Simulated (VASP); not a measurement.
Here is a VASP 6.6.1 calculation.

The input INCAR:

```
PREC = Accurate
ENCUT = 520
EDIFF = 1E-6
ISMEAR = 0
SIGMA = 0.1
LREAL = False
LASPH = True
NELM = 60
ALGO = Normal
ISIF = 2
LWAVE = False
LCHARG = True
GGA = PE
LELF = True
LVHAR = True
NBANDS = 46
```

KPOINTS

```
Automatic mesh
0
Gamma
  8 8 8
```

File POSCAR:

```
Ga4As3N
1.0
    5.1950779761      0.0000000000      0.0000000000
    0.0000000000      5.1950779761      0.0000000000
    0.0000000000      0.0000000000      5.1950779761
Ga As N
4 3 1
Direct
    0.0000000000      0.5000000000      0.5000000000
    0.5000000000      0.5000000000      0.0000000000
    0.0000000000      0.0000000000      0.0000000000
    0.5000000000      0.0000000000      0.5000000000
    0.5000000000      0.0000000000      0.0000000000
    0.0000000000      0.0000000000      0.5000000000
    0.0000000000      0.5000000000      0.0000000000
    0.5000000000      0.5000000000      0.5000000000
```

Potentials or basis: VASP PAW PBE potentials, release 64 (Ga_d, As, N).

Launch:

```console
$ cat potpaw_PBE.64/Ga_d/POTCAR potpaw_PBE.64/As/POTCAR potpaw_PBE.64/N/POTCAR > POTCAR
$ mpirun -np 1 vasp_std > vasp.out
```

(1) Estimate the pressure.

(2) Estimate the band gap on the k mesh.

Results:

(1) 0.2 GPa.

(2) zero (bands 36 and 37 overlap by 1.58 eV).
